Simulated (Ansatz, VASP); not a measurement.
## One calculation of NiSb, two programs

```
CELL_PARAMETERS angstrom
3.26343 0.00000 0.00000
0.00000 3.26343 0.00000
0.00000 0.00000 3.26343
ATOMIC_POSITIONS crystal
Ni 0.00000 0.00000 0.00000
Sb 0.50000 0.50000 0.50000
```

Alike in both runs: functional PBE; k mesh 16 × 16 × 16; occupations gaussian, width 0.1 eV; no spin polarisation.

Ansatz relaxed the structure, and its values are those at the end. VASP's run is a single point on that final structure, the one shown.

|  | VASP | Ansatz |
| --- | --- | --- |
| version | VASP 6.6.1 | Ansatz 0.2.0 |
| potentials or method | VASP PAW PBE potentials, release 64 (Ni, Sb), cutoff 520 eV | scalar-relativistic, plane waves, PAW |
| valence electrons in the cell | 15 | 33 |

```csv
,VASP,Ansatz,Ansatz less VASP
gap on the k mesh at the Fermi level (eV),none,none,-
pressure (GPa),0.0,0.0,+0.02
```

A gap of «none» marks a metal or a gap that the smearing closes. With one functional, cell and mesh, what is left measures potentials, basis and numerics. VASP's potentials hold 15 valence electrons a cell and Ansatz's 33, so a difference there can come from the potentials and not from the codes.

Spin-orbit coupling is off throughout.
